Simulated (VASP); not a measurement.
# Na2S (Fm-3m) in VASP: a series of runs, part 3 of 3

VASP 6.6.1. The steps go on from the part before.

## (5) Relaxation of cell and atoms, PBE, target pressure 10 GPa, at which the enthalpy is minimised

This run uses another cell than the first one, of 23.39 Å³/atom.

The input, INCAR:

```
PREC = Accurate ; ENCUT = 500
EDIFF = 1E-7 ; ISMEAR = 0
SIGMA = 0.01 ; LREAL = False
LASPH = True ; NELM = 120
ALGO = Normal ; ISIF = 3
LWAVE = False ; LCHARG = False
GGA = PE ; IBRION = 2
NSW = 60 ; EDIFFG = -0.005
PSTRESS = 100.0 ; GGA_COMPAT = False
NELMIN = 4
```

The input, KPOINTS:

```
regular mesh
0
Gamma
  6 6 6
```

The input, POSCAR:

```
Na2S
1.0
    0.0000000000      3.2735000000      3.2735000000
    3.2735000000      0.0000000000      3.2735000000
    3.2735000000      3.2735000000      0.0000000000
Na S
2 1
Direct
    0.2500000000      0.2500000000      0.2500000000
    0.7500000000      0.7500000000      0.7500000000
    0.0000000000      0.0000000000      0.0000000000
```

Potentials or basis: VASP PAW PBE potentials, release 64 (Na_pv, S).

The run is started by

```bash
> cat potpaw_PBE.64/Na_pv/POTCAR potpaw_PBE.64/S/POTCAR > POTCAR
> mpirun -np 1 vasp_std > vasp.out
```

OUTCAR:

```text
PREC = Accurate
   ENCUT = 500
   EDIFF = 1E-7
   ISMEAR = 0
   LREAL = False
   LASPH = True
   NELM = 120
   ISIF = 3
   GGA = PE
   IBRION = 2
   NSW = 60
   EDIFFG = -0.005
   PSTRESS = 100.0
   NELMIN = 4

 ion  position               nearest neighbor table
   1  0.250  0.250  0.250-
   2  0.750  0.750  0.750-
   3  0.000  0.000  0.000-

  LATTYP: Found a face centered cubic cell.
 ALAT       =     6.5470000000

  Lattice vectors:

 A1 = (   0.0000000000,   3.2735000000,   3.2735000000)
 A2 = (   3.2735000000,   0.0000000000,   3.2735000000)
 A3 = (   3.2735000000,   3.2735000000,   0.0000000000)

Analysis of symmetry for initial positions (statically):
=====================================================================
 Subroutine PRICEL returns:
 Original cell was already a primitive cell.

 Routine SETGRP: Setting up the symmetry group for a
 face centered cubic supercell.

 Subroutine GETGRP returns: Found 48 space group operations
 (whereof 48 operations were pure point group operations)
 out of a pool of 48 trial point group operations.

The static configuration has the point symmetry O_h .

Analysis of symmetry for dynamics (positions and initial velocities):
=====================================================================
 Subroutine PRICEL returns:
 Original cell was already a primitive cell.

 Routine SETGRP: Setting up the symmetry group for a
 face centered cubic supercell.

 Subroutine GETGRP returns: Found 48 space group operations
 (whereof 48 operations were pure point group operations)
 out of a pool of 48 trial point group operations.

The dynamic configuration has the point symmetry O_h .

 Subroutine INISYM returns: Found 48 space group operations
 (whereof 48 operations are pure point group operations),
 and found     1 'primitive' translations

----------------------------------------------------------------------------------------

                                     Primitive cell

  volume of cell :      70.1564

  direct lattice vectors                    reciprocal lattice vectors
     0.000000000  3.273500000  3.273500000    -0.152741714  0.152741714  0.152741714
     3.273500000  0.000000000  3.273500000     0.152741714 -0.152741714  0.152741714
     3.273500000  3.273500000  0.000000000     0.152741714  0.152741714 -0.152741714

  length of vectors
     4.629428096  4.629428096  4.629428096     0.264556409  0.264556409  0.264556409

  position of ions in fractional coordinates (direct lattice)
     0.250000000  0.250000000  0.250000000
     0.750000000  0.750000000  0.750000000
     0.000000000  0.000000000  0.000000000

  ion indices of the primitive-cell ions
   primitive index   ion index
                 1           1
                 2           2
                 3           3

----------------------------------------------------------------------------------------

 KPOINTS: regular mesh

Automatic generation of k-mesh.
 Grid dimensions read from file:
 generate k-points for:    6    6    6

 Generating k-lattice:

  Cartesian coordinates                     Fractional coordinates (reciprocal lattice)
    -0.025456952  0.025456952  0.025456952     0.166666667  0.000000000  0.000000000
     0.025456952 -0.025456952  0.025456952     0.000000000  0.166666667  0.000000000
     0.025456952  0.025456952 -0.025456952     0.000000000  0.000000000  0.166666667

  Length of vectors
     0.044092735  0.044092735  0.044092735

  Shift w.r.t. Gamma in fractional coordinates (k-lattice)
     0.000000000  0.000000000  0.000000000

 Subroutine IBZKPT returns following result:
 ===========================================

 Found     16 irreducible k-points:

 Following reciprocal coordinates:
            Coordinates               Weight
  0.000000  0.000000  0.000000      1.000000
  0.166667  0.000000  0.000000      8.000000
  0.333333  0.000000  0.000000      8.000000
  0.500000  0.000000  0.000000      4.000000
  0.166667  0.166667  0.000000      6.000000
  0.333333  0.166667  0.000000     24.000000
[... 8 lines left out ...]
 -0.333333  0.333333  0.166667     24.000000
 -0.333333  0.500000  0.166667     12.000000
   k-points           NKPTS =     16   k-points in BZ     NKDIM =     16   number of bands    NBANDS=     14
   number of dos      NEDOS =    301   number of ions     NIONS =      3
   total plane-waves  NPLWV =  46656
   dimension x,y,z NGX =    36 NGY =   36 NGZ =   36
   dimension x,y,z NGXF=    72 NGYF=   72 NGZF=   72
   ions per type =               2   1
   NGX,Y,Z   is equivalent  to a cutoff of  12.93, 12.93, 12.93 a.u.
   NGXF,Y,Z  is equivalent  to a cutoff of  25.86, 25.86, 25.86 a.u.
 SYSTEM =  unknown system
   PREC   = accura    normal or accurate (medium, high low for compatibility)
   ISTART =      0    job   : 0-new  1-cont  2-samecut
   ICHARG =      2    charge: 1-file 2-atom 10-const
   ISPIN  =      1    spin polarized calculation?
   LNONCOLLINEAR =      F non collinear calculations
   LSORBIT =      F    spin-orbit coupling
   LASPH  =      T    aspherical Exc in radial PAW
   ENCUT  =  500.0 eV  36.75 Ry    6.06 a.u.   8.44  8.44  8.44*2*pi/ulx,y,z
   NELM   =    120;   NELMIN=  4; NELMDL= -5     # of ELM steps
   EDIFF  = 0.1E-06   stopping-criterion for ELM
   LREAL  =      F    real-space projection
   EDIFFG = -.5E-02   stopping-criterion for IOM
   NSW    =     60    number of steps for IOM
   IBRION =      2    ionic relax: 0-MD 1-quasi-New 2-CG
   NFREE  =      1    steps in history (QN), initial steepest desc. (CG)
   ISIF   =      3    stress and relaxation
   ISYM   =      2    0-nonsym 1-usesym 2-fastsym
   POTIM  = 0.5000    time-step for ionic-motion
   TEBEG  =    0.0;   TEEND  =   0.0 temperature during run
   PSTRESS=  100.0 pullay stress
   NELECT =      20.0000    total number of electrons
   NUPDOWN=      -1.0000    fix difference up-down
   EMIN   =  10.00;   EMAX   =-10.00  energy-range for DOS
   EFERMI =   0.00;   METHOD = LEGACY
   ISMEAR =     0;   SIGMA  =   0.01  broadening in eV -4-tet -1-fermi 0-gaus
   EFERMI_NEDOS =   21; number of points for ismear=-14 and -15
   IALGO  =     38    algorithm
   IMIX   =      4    mixing-type and parameters
     AMIX     =   0.40;   BMIX     =  1.00
     AMIX_MAG =   1.60;   BMIX_MAG =  1.00
  volume/ion in A,a.u.               =      23.39       157.81
  Fermi-wavevector in a.u.,A,eV,Ry     =   1.077447  2.036079 15.794888  1.160892
  Thomas-Fermi vector in A             =   2.213359
   LORBIT       =      0    0 simple, 1 ext, 2 COOP (PROOUT), +10 PAW based schemes
   GGA     = PE    functional components
   LHFCALC =     F    Hartree Fock is set to
   AEXX    =    0.0000 exact exchange contribution
   IVDW    =     0    specifies the selected vdW correction
   LEPSILON=     F    determine dielectric tensor
   LRPA    =     F    only Hartree local field effects (RPA)
 conjugate gradient relaxation of ions
 non-spin polarized calculation
 Gauss-broadening in eV      SIGMA  =   0.01
  energy-cutoff  :      500.00
  volume of cell :       70.16
 maximum number of plane-waves:      1807
 NGX is ok and might be reduce to    36
   NGX = 17   NGY = 17   NGZ = 17

--------------------------------------- Ionic step        1  -------------------------------------------

 number of electron      19.9999989 magnetization

 Free energy of the ion-electron system (eV)
  ---------------------------------------------------
  ext. energy  EPLUGINS =         0.00000000
  ---------------------------------------------------
  free energy    TOTEN  =        -9.97529129 eV

  energy without entropy =       -9.97529129  energy(sigma->0) =       -9.97529129

------------------------ aborting loop because EDIFF is reached ----------------------------------------

  FORCE on cell =-STRESS in cart. coord.  units (eV):
  Direction    XX          YY          ZZ          XY          YZ          ZX
  --------------------------------------------------------------------------------------
  -------------------------------------------------------------------------------------
  Total        0.1218688      0.1218688      0.1218688      0.0000000      0.0000000      0.0000000
  in kB        2.7831477      2.7831477      2.7831477      0.0000000      0.0000000      0.0000000
  external PRESSURE =     -97.2168523 kB  Pullay stress =     100.0000000 kB
[... 63 lines left out ...]
  enthalpy is  TOTEN    =        -6.0670696824 eV   P V=        3.5397073394

--------------------------------------- Ionic step        3  -------------------------------------------

 number of electron      19.9999990 magnetization

 Free energy of the ion-electron system (eV)
  ---------------------------------------------------
  ext. energy  EPLUGINS =         0.00000000
  ---------------------------------------------------
  free energy    TOTEN  =        -9.61797162 eV

  energy without entropy =       -9.61797162  energy(sigma->0) =       -9.61797162

 E-fermi :   1.3279     XC(G=0):  -8.6330

 val. band max:        1.1992807563   @ k =   0.0000   0.0000   0.0000
 cond. band min:       4.4417845234   @ k =   0.0000   0.0000   0.0000
 fundamental gap:      3.2425037671
 Fermi energy:         1.3278863405

 k-point     1 :       0.0000    0.0000    0.0000
  band No.  band energies     occupation
      1     -20.6710      2.00000
      2     -20.6710      2.00000
      3     -20.6710      2.00000
      4     -20.5694      2.00000
      5     -20.5694      2.00000
      6     -20.5694      2.00000
      7      -9.2790      2.00000
      8       1.1993      2.00000
      9       1.1993      2.00000
     10       1.1993      2.00000
     11       4.4418      0.00000
     12       9.6735      0.00000
     13       9.6735      0.00000
     14       9.6735      0.00000
[... 283 lines left out ...]
  FREE ENERGIE OF THE ION-ELECTRON SYSTEM (eV)
  ---------------------------------------------------
  free  energy   TOTEN  =        -9.6179716183 eV

  energy  without entropy=       -9.6179716183  energy(sigma->0) =       -9.61797162

  enthalpy is  TOTEN    =        -6.0671558046 eV   P V=        3.5508158137

 reached required accuracy - stopping structural energy minimisation
```

OSZICAR:

```text
N       E                     dE             d eps       ncg     rms          rms(c)
DAV:   1     0.142476038411E+03    0.14248E+03   -0.10451E+04   448   0.143E+03
DAV:   2     0.694504574601E+00   -0.14178E+03   -0.13845E+03   484   0.368E+02
DAV:   3    -0.106312609746E+02   -0.11326E+02   -0.11276E+02   562   0.996E+01
[... 26 lines left out ...]
DAV:   3    -0.961799533671E+01    0.20748E-03   -0.38294E-04   532   0.293E-01    0.469E-02
DAV:   4    -0.961797866388E+01    0.16673E-04   -0.12355E-05   454   0.393E-02    0.262E-02
DAV:   5    -0.961797190748E+01    0.67564E-05   -0.66237E-07   588   0.131E-02    0.723E-03
DAV:   6    -0.961797171616E+01    0.19132E-06   -0.82771E-08   236   0.563E-03    0.347E-03
DAV:   7    -0.961797161831E+01    0.97854E-07   -0.34703E-08   248   0.235E-03
   3 F= -.60671558E+01 E0= -.60671558E+01  d E =-.470678E+00
```

CONTCAR:

```text
Na2S
   1.00000000000000
     0.0000000000000000    3.0525977330353471    3.0525977330353471
     3.0525977330353471    0.0000000000000000    3.0525977330353471
     3.0525977330353471    3.0525977330353471    0.0000000000000000
  Na              S
     2     1
Direct
     0.2500000000000000    0.2500000000000000    0.2500000000000000
     0.7500000000000000    0.7500000000000000    0.7500000000000000
     0.0000000000000000    0.0000000000000000    0.0000000000000000

  0.00000000E+00  0.00000000E+00  0.00000000E+00
  0.00000000E+00  0.00000000E+00  0.00000000E+00
  0.00000000E+00  0.00000000E+00  0.00000000E+00
```

It took 70 s on 1 thread of Intel Xeon 8259CL, shared host; peak memory 0.2 GiB.

Results:

```
Free energy                                                : -9.6180 eV
Relaxed volume                                             : 18.96 Å³/atom
Relaxed cell                                               : a = 4.317 Å, b = 4.317 Å, c = 4.317 Å, α = 60.00°, β = 60.00°, γ = 60.00°
Space group after relaxing (to 0.1 Å)                      : Fm-3m (No. 225)
Energy change on relaxing (the run minimises the enthalpy) : +119.1 meV/atom
Ionic steps                                                : 3
Pressure after relaxing                                    : 10.0 GPa
Band gap on the k mesh                                     : 3.24 eV
```

Step by step:
```
step  energy change (eV)  largest force (eV/Å)  pressure (GPa)  volume (Å³)
   1              0.0000                0.0000            0.28        70.16
   2              0.3685                0.0000           10.22        56.71
   3              0.3573                0.0000            9.98        56.89
```

Final structure:
```yaml
crystal:
  lattice:
    - [0.00000, 3.05260, 3.05260]
    - [3.05260, 0.00000, 3.05260]
    - [3.05260, 3.05260, 0.00000]
  atoms:
    - { symbol: Na, position: [0.25000, 0.25000, 0.25000] }
    - { symbol: Na, position: [0.75000, 0.75000, 0.75000] }
    - { symbol: S, position: [0.00000, 0.00000, 0.00000] }
```

Caveat: the cell is relaxed towards a set pressure, so the run minimises the enthalpy, not the energy; the volume moved by over 15 % at a fixed basis, so the end points are rough.
